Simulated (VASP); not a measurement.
Set up this calculation in VASP 6.6.1, as the native input.

```yaml
Task: single point
Functional: PBEsol
Potentials_or_basis: VASP PAW PBE potentials, release 64 (Cu)
Cutoff: 520 eV
k_mesh: 15 × 15 × 15
Occupations: fermi-dirac, width 0.1 eV
Spin: no spin polarisation
Dipole_correction: no
Further_INCAR_settings: ALGO = Normal; EDIFF = 1e-07; NBANDS = 18
```

The structure of Cu lies in POSCAR:

```
Cu
1.0
    0.0000000000      2.4583762075      2.4583762075
    2.4583762075      0.0000000000      2.4583762075
    2.4583762075      2.4583762075      0.0000000000
Cu
2
Direct
    0.0000000000      0.0000000000      0.0000000000
    0.2500000000      0.2500000000      0.2500000000
```

One way to write it, as run:

INCAR

```
PREC     = Accurate       # precision mode
ENCUT    = 520            # plane-wave cutoff, eV
EDIFF    = 1E-7           # SCF threshold, eV
ISMEAR   = -1             # smearing method
SIGMA    = 0.1            # smearing width, eV
LREAL    = F              # projectors in reciprocal space
LASPH    = T              # aspherical terms in the spheres
NELM     = 80             # most SCF steps
ALGO     = Normal         # electronic algorithm
ISIF     = 2              # what is computed and relaxed
LWAVE    = F              # write WAVECAR
LCHARG   = F              # write CHGCAR
GGA      = PS             # functional
NBANDS   = 18             # bands
```

KPOINTS

```
Automatic mesh
0
Gamma
  15 15 15
```

Potentials or basis: VASP PAW PBE potentials, release 64 (Cu).

Run with:

```bash
$ cat potpaw_PBE.64/Cu/POTCAR > POTCAR
$ mpirun -np 1 vasp_std > vasp.out
```

Results of the run:

```json
{
  "Pressure": "20.4 GPa",
  "Band gap on the k mesh": "zero (band 11 reaches 5.51 eV, above the bottom of band 12 at 4.64 eV)"
}
```

Caveat: the PAW data sets were made with another functional, which shifts forces and pressure a little.

Run time: 2.3 min on 1 thread of Intel(R) Xeon(R) Platinum 8488C (Sapphire Rapids) (shared host), peak memory 0.19 GiB.
